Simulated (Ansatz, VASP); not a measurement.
**Ru in VASP and in Ansatz**

```
Ru
1.0
     0.00000    1.91500    1.91500
     1.91500    0.00000    1.91500
     1.91500    1.91500    0.00000
Ru
1
Direct
  0.00000 0.00000 0.00000
```

Alike in both runs: task single point; functional PBE; k mesh 24 × 24 × 24; occupations gaussian, width 0.15 eV; no spin polarisation.

|  | VASP | Ansatz |
| --- | --- | --- |
| version | VASP 6.6.1 | Ansatz 0.2.0 |
| potentials or method | VASP PAW PBE potentials, release 64 (Ru_pv), cutoff 520 eV | scalar-relativistic, plane waves, PAW |
| valence electrons in the cell | 14 | 16 |

```tsv
	VASP	Ansatz	Ansatz less VASP
gap on the k mesh at the Fermi level (eV)	none	none	-
pressure (GPa)	-4.6	-4.4	+0.22
```

A gap of «none» marks a metal or a gap that the smearing closes. VASP's potentials hold 14 valence electrons a cell and Ansatz's 16, so a difference there can come from the potentials and not from the codes.
